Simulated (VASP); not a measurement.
PbS, 4 atoms in the cell. The typed cell holds 4 atoms: a = 4.199 Å, b = 4.199 Å, c = 5.955 Å, α = 90.03°, β = 90.03°, γ = 90.00°. 

| Property | Result |
| --- | --- |
| Program | VASP 6.6.1 |
| Task | single point |
| Functional | PBE |
| Potentials or basis | VASP PAW PBE potentials, release 64 (Pb_d, S) |
| Cutoff | 520 eV |
| k mesh | 6 × 6 × 4 |
| Occupations | gaussian, width 0.01 eV |
| Spin | no spin polarisation |
| Dipole correction | no |
| Further INCAR settings | ALGO = Normal; EDIFF = 1e-06; NBANDS = 28 |

Potentials or basis: VASP PAW PBE potentials, release 64 (Pb_d, S).

Launch:

```console
$ cat potpaw_PBE.64/Pb_d/POTCAR potpaw_PBE.64/S/POTCAR > POTCAR
$ mpirun -np 1 vasp_std > vasp.out
```

Hardware: 1 thread of AMD EPYC 7R13, on a shared host.

Estimate the wall time of this run.

It took 2 min on 1 thread of AMD EPYC 7R13, on a shared host, peak memory 0.25 GiB. Counts: scf iterations 12, k points 47.
